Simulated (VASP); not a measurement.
A run of VASP 6.6.1 is set up as follows.

The input POSCAR:

```
TiO2
1.0
    4.5415035435      0.0000000000      0.0000000000
    0.0000000000      4.5415035435      0.0000000000
    0.0000000000      0.0000000000      2.9353125234
Ti O
2 4
Direct
    0.0000000000      0.0000000000      0.0000000000
    0.5000000000      0.5000000000      0.5000000000
    0.3035695519      0.3035695519      0.0000000000
    0.1964304481      0.8035695519      0.5000000000
    0.6964304481      0.6964304481      0.0000000000
    0.8035695519      0.1964304481      0.5000000000
```

File INCAR.step1:

```
PREC = Accurate
ENCUT = 520
ISMEAR = 0
SIGMA = 0.02
LREAL = F
LASPH = T
NELM = 80
NBANDS = 33
GGA = PE
ALGO = Normal
EDIFF = 1E-4
LWAVE = T
LCHARG = F
```

File INCAR.step2:

```
PREC = Accurate
ENCUT = 520
EDIFF = 1E-6
ISMEAR = 0
SIGMA = 0.02
LREAL = F
LASPH = T
NELM = 80
ALGO = Normal
ISIF = 2
LWAVE = F
LCHARG = T
METAGGA = R2SCAN
LMIXTAU = T
LELF = T
LVHAR = T
NBANDS = 33
ISTART = 1
```

KPOINTS

```
regular mesh
0
Gamma
  6 6 10
```

Potentials or basis: VASP PAW PBE potentials, release 64 (Ti_sv, O).

The run is started by

```bash
$ cat potpaw_PBE.64/Ti_sv/POTCAR potpaw_PBE.64/O/POTCAR > POTCAR
$ cp INCAR.step1 INCAR
$ mpirun -np 1 vasp_std > vasp.out
$ cp INCAR.step2 INCAR
$ mpirun -np 1 vasp_std > vasp.out
```

Problem. Predict the band gap on the k mesh.

Solution. 2.26 eV.

Problem. Estimate the largest force.

Solution. 0.019 eV/Å.

Problem. Estimate the pressure.

Solution. 8.9 GPa.

Forces on the atoms (eV/Å):
```
Ti   0.000  0.000  0.000
Ti   0.000  0.000  0.000
O   -0.014 -0.014  0.000
O    0.014 -0.014  0.000
O    0.014  0.014  0.000
O   -0.014  0.014  0.000
```

Caveat: the cell stands under pressure; the PAW data sets were made with another functional, which shifts forces and pressure a little. A k mesh can miss the band edges.
